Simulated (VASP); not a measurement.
A run of VASP 6.6.1:

File INCAR:

```
SYSTEM = Sr
  ALGO = Normal
  EDIFF = 1E-6
  ENCUT = 520
  GGA = PS
  ISIF = 2
  ISMEAR = -1
  LASPH = .True.
  LCHARG = .False.
  LREAL = .False.
  LWAVE = .False.
  NBANDS = 11
  NELM = 80
  PREC = Accurate
  SIGMA = 0.1
```

Contents of KPOINTS:

```
k-points
0
Gamma
  11 11 11
  0 0 0
```

File POSCAR:

```
Sr
1.0
   -2.3719792723      2.3719792723      2.3719792723
    2.3719792723     -2.3719792723      2.3719792723
    2.3719792723      2.3719792723     -2.3719792723
Sr
1
Direct
    0.0000000000      0.0000000000      0.0000000000
```

Potentials or basis: VASP PAW PBE potentials, release 64 (Sr_sv).

Run with:

```bash
$ cat potpaw_PBE.64/Sr_sv/POTCAR > POTCAR
$ mpirun -np 1 vasp_std > vasp.out
```

Hardware: 1 thread of AMD EPYC 7R43 64-Core Processor (Zen 3), with other jobs on the host.

Question: Estimate the wall time of this run.

Answer: It took 37 s on 1 thread of AMD EPYC 7R43 64-Core Processor (Zen 3), with other jobs on the host, peak memory 0.15 GiB. Counts: scf iterations 11, k points 56.
